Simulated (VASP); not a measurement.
# BP (F-43m) in VASP: a series of runs

BP is run at these levels: PBEsol; tasks: relaxation of cell and atoms.

All numbers are computed with VASP 6.6.1; they aren't measurements. Logs are shortened: lines on timing, memory, paths and dates and some standing lists are left out, and cuts for length are marked.

**1. The cell of the first run**

Symmetry: F-43m, No. 216, cubic system. Conventional cell: a = 4.538 Å, b = 4.538 Å, c = 4.538 Å, α = 90.00°, β = 90.00°, γ = 90.00°. B (site symmetry -43m) has 4 P at 1.97 Å within 2.6 Å. P (site symmetry -43m) has 4 B at 1.97 Å within 2.6 Å.

**2. Relaxation of cell and atoms, PBEsol**

Input file INCAR:

```
SYSTEM = BP
ALGO     = Normal         ! electronic algorithm
EDIFF    = 1E-6           ! SCF threshold, eV
EDIFFG   = -0.005         ! ionic threshold
ENCUT    = 600            ! plane-wave cutoff, eV
GGA      = PS             ! functional
IBRION   = 2              ! ionic algorithm
ISIF     = 3              ! what is computed and relaxed
ISMEAR   = 0              ! smearing method
LASPH    = .True.         ! aspherical terms in the spheres
LCHARG   = .False.        ! write CHGCAR
LREAL    = .False.        ! projectors in reciprocal space
LWAVE    = .False.        ! write WAVECAR
NELM     = 60             ! most SCF steps
NSW      = 100            ! ionic steps
PREC     = Accurate       ! precision mode
SIGMA    = 0.02           ! smearing width, eV
```

Input file KPOINTS:

```
k-points
0
Gamma
  10 10 10
  0 0 0
```

Input file POSCAR:

```
BP
1.0
    0.0000000000     -2.2690000000     -2.2690000000
    2.2690000000      0.0000000000     -2.2690000000
    2.2690000000     -2.2690000000      0.0000000000
B P
1 1
Direct
    0.0000000000      0.0000000000      0.0000000000
    0.7500000000      0.7500000000      0.7500000000
```

Potentials or basis: VASP PAW PBE potentials, release 64 (B, P).

On the command line:

```console
cat potpaw_PBE.64/B/POTCAR potpaw_PBE.64/P/POTCAR > POTCAR
mpirun -np 1 vasp_std > vasp.out
```

OUTCAR:

```text
SYSTEM = BP
   EDIFF = 1E-6
   EDIFFG = -0.005
   ENCUT = 600
   GGA = PS
   IBRION = 2
   ISIF = 3
   ISMEAR = 0
   LASPH = .True.
   LREAL = .False.
   NELM = 60
   NSW = 100
   PREC = Accurate

 ion  position               nearest neighbor table
   1  0.000  0.000  0.000-   2 1.97   2 1.97   2 1.97   2 1.97
   2  0.750  0.750  0.750-   1 1.97   1 1.97   1 1.97   1 1.97

  LATTYP: Found a face centered cubic cell.
 ALAT       =     4.5380000000

  Lattice vectors:

 A1 = (   0.0000000000,  -2.2690000000,  -2.2690000000)
 A2 = (   2.2690000000,   0.0000000000,  -2.2690000000)
 A3 = (   2.2690000000,  -2.2690000000,   0.0000000000)

Analysis of symmetry for initial positions (statically):
=====================================================================
 Subroutine PRICEL returns:
 Original cell was already a primitive cell.

 Routine SETGRP: Setting up the symmetry group for a
 face centered cubic supercell.

 Subroutine GETGRP returns: Found 24 space group operations
 (whereof 24 operations were pure point group operations)
 out of a pool of 48 trial point group operations.

The static configuration has the point symmetry T_d .

Analysis of symmetry for dynamics (positions and initial velocities):
=====================================================================
 Subroutine PRICEL returns:
 Original cell was already a primitive cell.

 Routine SETGRP: Setting up the symmetry group for a
 face centered cubic supercell.

 Subroutine GETGRP returns: Found 24 space group operations
 (whereof 24 operations were pure point group operations)
 out of a pool of 48 trial point group operations.

The dynamic configuration has the point symmetry T_d .

 Subroutine INISYM returns: Found 24 space group operations
 (whereof 24 operations are pure point group operations),
 and found     1 'primitive' translations

----------------------------------------------------------------------------------------

                                     Primitive cell

  volume of cell :      23.3633

  direct lattice vectors                    reciprocal lattice vectors
     0.000000000 -2.269000000 -2.269000000    -0.220361393 -0.220361393 -0.220361393
     2.269000000  0.000000000 -2.269000000     0.220361393  0.220361393 -0.220361393
[... 93 lines left out ...]
   POTIM  = 0.5000    time-step for ionic-motion
   TEBEG  =    0.0;   TEEND  =   0.0 temperature during run
   PSTRESS=    0.0 pullay stress
   NELECT =       8.0000    total number of electrons
   NUPDOWN=      -1.0000    fix difference up-down
   EMIN   =  10.00;   EMAX   =-10.00  energy-range for DOS
   EFERMI =   0.00;   METHOD = LEGACY
   ISMEAR =     0;   SIGMA  =   0.02  broadening in eV -4-tet -1-fermi 0-gaus
   EFERMI_NEDOS =   21; number of points for ismear=-14 and -15
   IALGO  =     38    algorithm
   IMIX   =      4    mixing-type and parameters
     AMIX     =   0.40;   BMIX     =  1.00
     AMIX_MAG =   1.60;   BMIX_MAG =  1.00
  volume/ion in A,a.u.               =      11.68        78.83
  Fermi-wavevector in a.u.,A,eV,Ry     =   1.145320  2.164342 17.847562  1.311759
  Thomas-Fermi vector in A             =   2.282009
   LORBIT       =      0    0 simple, 1 ext, 2 COOP (PROOUT), +10 PAW based schemes
   GGA     = PS    functional components
   LHFCALC =     F    Hartree Fock is set to
   AEXX    =    0.0000 exact exchange contribution
   IVDW    =     0    specifies the selected vdW correction
   LEPSILON=     F    determine dielectric tensor
   LRPA    =     F    only Hartree local field effects (RPA)
 conjugate gradient relaxation of ions
 non-spin polarized calculation
 Gauss-broadening in eV      SIGMA  =   0.02
  energy-cutoff  :      600.00
  volume of cell :       23.36
 maximum number of plane-waves:       794
 NGX is ok and might be reduce to    28
   NGX = 13   NGY = 13   NGZ = 13

--------------------------------------- Ionic step        1  -------------------------------------------

 number of electron       8.0000000 magnetization

 Free energy of the ion-electron system (eV)
  ---------------------------------------------------
  ext. energy  EPLUGINS =         0.00000000
  ---------------------------------------------------
  free energy    TOTEN  =       -13.67383584 eV

  energy without entropy =      -13.67383584  energy(sigma->0) =      -13.67383584

------------------------ aborting loop because EDIFF is reached ----------------------------------------

  FORCE on cell =-STRESS in cart. coord.  units (eV):
  Direction    XX          YY          ZZ          XY          YZ          ZX
  --------------------------------------------------------------------------------------
  -------------------------------------------------------------------------------------
  Total       -0.2701181     -0.2701181     -0.2701181      0.0000000      0.0000000     -0.0000000
  in kB      -18.5238274    -18.5238274    -18.5238274      0.0000000      0.0000000     -0.0000000
  external PRESSURE =     -18.5238274 kB  Pullay stress =       0.0000000 kB
[... 59 lines left out ...]
--------------------------------------- Ionic step        3  -------------------------------------------

 number of electron       8.0000000 magnetization

 Free energy of the ion-electron system (eV)
  ---------------------------------------------------
  ext. energy  EPLUGINS =         0.00000000
  ---------------------------------------------------
  free energy    TOTEN  =       -13.67535475 eV

  energy without entropy =      -13.67535475  energy(sigma->0) =      -13.67535475

 E-fermi :   7.6771     XC(G=0): -11.0930

 val. band max:        7.5378176412   @ k =   0.0000   0.0000   0.0000
 cond. band min:       8.6542961192   @ k =   0.4000   0.4000   0.0000
 fundamental gap:      1.1164784780
 Fermi energy:         7.6770519217

 k-point     1 :       0.0000    0.0000    0.0000
  band No.  band energies     occupation
      1      -8.0601      2.00000
      2       7.5378      2.00000
      3       7.5378      2.00000
      4       7.5378      2.00000
      5      10.9113      0.00000
      6      10.9113      0.00000
      7      10.9113      0.00000
      8      15.0509      0.00000
[... 243 lines left out ...]
 k-point    24 :       0.4000    0.3000    0.0000
  band No.  band energies     occupation
      1      -5.0798      2.00000
      2       1.3491      2.00000
      3       3.4066      2.00000
      4       3.9589      2.00000
      5       9.2412      0.00000
      6      11.0313      0.00000
      7      17.0650      0.00000
      8      17.0686      0.00000

 [... further k-points ...]
[... 5 lines left out ...]
  --------------------------------------------------------------------------------------
  -------------------------------------------------------------------------------------
  Total        0.0005616      0.0005616      0.0005616      0.0000000      0.0000000      0.0000000
  in kB        0.0389429      0.0389429      0.0389429      0.0000000      0.0000000      0.0000000
  external PRESSURE =       0.0389429 kB  Pullay stress =       0.0000000 kB
[... 17 lines left out ...]
  FREE ENERGIE OF THE ION-ELECTRON SYSTEM (eV)
  ---------------------------------------------------
  free  energy   TOTEN  =       -13.6753547507 eV

  energy  without entropy=      -13.6753547507  energy(sigma->0) =      -13.67535475

 reached required accuracy - stopping structural energy minimisation
```

OSZICAR:

```text
N       E                     dE             d eps       ncg     rms          rms(c)
DAV:   1     0.134338136522E+02    0.13434E+02   -0.44649E+03   752   0.100E+03
DAV:   2    -0.140756106987E+02   -0.27509E+02   -0.26648E+02  1176   0.121E+02
DAV:   3    -0.143816920717E+02   -0.30608E+00   -0.30608E+00   904   0.169E+01
DAV:   4    -0.143825052159E+02   -0.81314E-03   -0.81314E-03  1256   0.878E-01
[... 19 lines left out ...]
DAV:   2    -0.136755084076E+02    0.51123E-03   -0.10669E-03   976   0.208E-01    0.926E-02
DAV:   3    -0.136753693608E+02    0.13905E-03   -0.29719E-04   856   0.993E-02    0.240E-02
DAV:   4    -0.136753579933E+02    0.11367E-04   -0.11731E-05   976   0.255E-02    0.190E-02
DAV:   5    -0.136753550765E+02    0.29168E-05   -0.26719E-06   880   0.115E-02    0.888E-03
DAV:   6    -0.136753547507E+02    0.32575E-06   -0.64876E-08   376   0.219E-03
   3 F= -.13675355E+02 E0= -.13675355E+02  d E =-.151891E-02
```

Wall time 14 s (1 thread of Intel Xeon Platinum 8488C (Sapphire Rapids), shared host); peak memory 0.15 GiB.

Results:

* Free energy: -13.6754 eV
* Relaxed volume: 11.55 Å³/atom
* Relaxed cell: a = 3.197 Å, b = 3.197 Å, c = 3.197 Å, α = 60.00°, β = 60.00°, γ = 60.00°
* Space group after relaxing (to 0.05 Å): F-43m (No. 216)
* Energy gained by relaxing: 0.8 meV/atom
* Ionic steps: 3
* Pressure after relaxing: 0.0 GPa
* Band gap on the k mesh: 1.12 eV, indirect (least direct gap 3.37 eV)

The path:
| step | energy change (eV) | largest force (eV/Å) | pressure (GPa) | volume (Å³) |
| --- | --- | --- | --- | --- |
| 1 | 0.0000 | 0.0000 | -1.85 | 23.36 |
| 2 | -0.0006 | 0.0000 | 1.45 | 22.91 |
| 3 | -0.0015 | 0.0000 | 0.00 | 23.10 |

Final structure:
```
B P
1.0
     0.00000   -2.26055   -2.26055
     2.26055    0.00000   -2.26055
     2.26055   -2.26055    0.00000
B P
1 1
Direct
  0.00000 0.00000 0.00000
  0.75000 0.75000 0.75000
```

Levels at points of the mesh, in eV from the valence-band top:
| k point | band 2 | band 3 | band 4 | band 5 | band 6 | band 7 |
| --- | --- | --- | --- | --- | --- | --- |
| (0.00, 0.00, 0.00) | 0.00 | 0.00 | 0.00 | 3.37 | 3.37 | 3.37 |
| (0.50, 0.00, 0.00) | -9.18 | -1.78 | -1.78 | 3.80 | 4.66 | 4.66 |
| (0.50, 0.50, 0.00) | -8.66 | -4.19 | -4.19 | 1.20 | 1.51 | 12.20 |

Caveat: the PAW data sets were made with another functional, which shifts forces and pressure a little.

**3. Relaxation of cell and atoms, PBEsol**

INCAR is that of step 2.

KPOINTS is that of step 2.

Input file POSCAR:

```
BP
1.0
    0.0000000000      2.2690000000      2.2690000000
    2.2690000000      0.0000000000      2.2690000000
    2.2690000000      2.2690000000      0.0000000000
B P
1 1
Direct
    0.0000000000      0.0000000000      0.0000000000
    0.7500000000      0.7500000000      0.7500000000
```

Potentials or basis: VASP PAW PBE potentials, release 64 (B, P).

On the command line:

```console
cat potpaw_PBE.64/B/POTCAR potpaw_PBE.64/P/POTCAR > POTCAR
mpirun -np 1 vasp_std > vasp.out
```

OUTCAR:

```text
SYSTEM = BP
   EDIFF = 1E-6
   EDIFFG = -0.005
   ENCUT = 600
   GGA = PS
   IBRION = 2
   ISIF = 3
   ISMEAR = 0
   LASPH = .True.
   LREAL = .False.
   NELM = 60
   NSW = 100
   PREC = Accurate

 ion  position               nearest neighbor table
   1  0.000  0.000  0.000-   2 1.97   2 1.97   2 1.97   2 1.97
   2  0.750  0.750  0.750-   1 1.97   1 1.97   1 1.97   1 1.97

  LATTYP: Found a face centered cubic cell.
 ALAT       =     4.5380000000

  Lattice vectors:

 A1 = (   0.0000000000,   2.2690000000,   2.2690000000)
 A2 = (   2.2690000000,   0.0000000000,   2.2690000000)
 A3 = (   2.2690000000,   2.2690000000,   0.0000000000)

Analysis of symmetry for initial positions (statically):
=====================================================================
 Subroutine PRICEL returns:
 Original cell was already a primitive cell.

 Routine SETGRP: Setting up the symmetry group for a
 face centered cubic supercell.

 Subroutine GETGRP returns: Found 24 space group operations
 (whereof 24 operations were pure point group operations)
 out of a pool of 48 trial point group operations.

[... 170 lines left out ...]
  --------------------------------------------------------------------------------------
  -------------------------------------------------------------------------------------
  Total       -0.2701181     -0.2701181     -0.2701181      0.0000000      0.0000000      0.0000000
  in kB      -18.5238271    -18.5238271    -18.5238271      0.0000000      0.0000000      0.0000000
  external PRESSURE =     -18.5238271 kB  Pullay stress =       0.0000000 kB
[... 59 lines left out ...]
--------------------------------------- Ionic step        3  -------------------------------------------

 number of electron       8.0000000 magnetization

 Free energy of the ion-electron system (eV)
  ---------------------------------------------------
  ext. energy  EPLUGINS =         0.00000000
  ---------------------------------------------------
  free energy    TOTEN  =       -13.67535475 eV

  energy without entropy =      -13.67535475  energy(sigma->0) =      -13.67535475

 E-fermi :   7.6771     XC(G=0): -11.0930

 val. band max:        7.5378176417   @ k =   0.0000   0.0000   0.0000
 cond. band min:       8.6542961197   @ k =   0.4000   0.4000   0.0000
 fundamental gap:      1.1164784779
 Fermi energy:         7.6770519223

 k-point     1 :       0.0000    0.0000    0.0000
  band No.  band energies     occupation
      1      -8.0601      2.00000
      2       7.5378      2.00000
      3       7.5378      2.00000
      4       7.5378      2.00000
      5      10.9113      0.00000
      6      10.9113      0.00000
      7      10.9113      0.00000
      8      15.0509      0.00000
[... 243 lines left out ...]
 k-point    24 :       0.4000    0.3000    0.0000
  band No.  band energies     occupation
      1      -5.0798      2.00000
      2       1.3491      2.00000
      3       3.4066      2.00000
      4       3.9589      2.00000
      5       9.2412      0.00000
      6      11.0313      0.00000
      7      17.0650      0.00000
      8      17.0686      0.00000

 [... further k-points ...]
[... 5 lines left out ...]
  --------------------------------------------------------------------------------------
  -------------------------------------------------------------------------------------
  Total        0.0005616      0.0005616      0.0005616      0.0000000      0.0000000     -0.0000000
  in kB        0.0389431      0.0389431      0.0389431      0.0000000      0.0000000     -0.0000000
  external PRESSURE =       0.0389431 kB  Pullay stress =       0.0000000 kB
[... 17 lines left out ...]
  FREE ENERGIE OF THE ION-ELECTRON SYSTEM (eV)
  ---------------------------------------------------
  free  energy   TOTEN  =       -13.6753547507 eV

  energy  without entropy=      -13.6753547507  energy(sigma->0) =      -13.67535475

 reached required accuracy - stopping structural energy minimisation
```

OSZICAR:

```text
N       E                     dE             d eps       ncg     rms          rms(c)
DAV:   1     0.134338136522E+02    0.13434E+02   -0.44649E+03   752   0.100E+03
DAV:   2    -0.140756106987E+02   -0.27509E+02   -0.26648E+02  1176   0.121E+02
DAV:   3    -0.143816920717E+02   -0.30608E+00   -0.30608E+00   904   0.169E+01
DAV:   4    -0.143825052159E+02   -0.81314E-03   -0.81314E-03  1256   0.878E-01
[... 19 lines left out ...]
DAV:   2    -0.136755084076E+02    0.51123E-03   -0.10669E-03   976   0.208E-01    0.926E-02
DAV:   3    -0.136753693608E+02    0.13905E-03   -0.29719E-04   856   0.993E-02    0.240E-02
DAV:   4    -0.136753579933E+02    0.11367E-04   -0.11731E-05   976   0.255E-02    0.190E-02
DAV:   5    -0.136753550765E+02    0.29168E-05   -0.26719E-06   880   0.115E-02    0.888E-03
DAV:   6    -0.136753547507E+02    0.32575E-06   -0.64877E-08   376   0.219E-03
   3 F= -.13675355E+02 E0= -.13675355E+02  d E =-.151891E-02
```

CONTCAR:

```text
BP
   1.00000000000000
     0.0000000000000000    2.2605514257020634    2.2605514257020634
     2.2605514257020634   -0.0000000000000000    2.2605514257020634
     2.2605514257020634    2.2605514257020634    0.0000000000000000
  B               P
     1     1
Direct
     0.0000000000000000    0.0000000000000000    0.0000000000000000
     0.7500000000000000    0.7500000000000000    0.7500000000000000

  0.00000000E+00  0.00000000E+00  0.00000000E+00
  0.00000000E+00  0.00000000E+00  0.00000000E+00
```

It took 15 s on 1 thread of Intel Xeon Platinum 8488C (Sapphire Rapids), shared host; peak memory 0.15 GiB.

What came out:

```
Free energy                            : -13.6754 eV
Relaxed volume                         : 11.55 Å³/atom
Relaxed cell                           : a = 3.197 Å, b = 3.197 Å, c = 3.197 Å, α = 60.00°, β = 60.00°, γ = 60.00°
Space group after relaxing (to 0.05 Å) : F-43m (No. 216)
Energy gained by relaxing              : 0.8 meV/atom
Ionic steps                            : 3
Pressure after relaxing                : 0.0 GPa
Band gap on the k mesh                 : 1.12 eV, indirect (least direct gap 3.37 eV)
```

Step by step:
```
step  energy change (eV)  largest force (eV/Å)  pressure (GPa)  volume (Å³)
   1              0.0000                0.0000           -1.85        23.36
   2             -0.0006                0.0000            1.45        22.91
   3             -0.0015                0.0000            0.00        23.10
```

Final structure:
```
B P
1.0
     0.00000    2.26055    2.26055
     2.26055    0.00000    2.26055
     2.26055    2.26055    0.00000
B P
1 1
Direct
  0.00000 0.00000 0.00000
  0.75000 0.75000 0.75000
```

Caveat: the PAW data sets were made with another functional, which shifts forces and pressure a little.
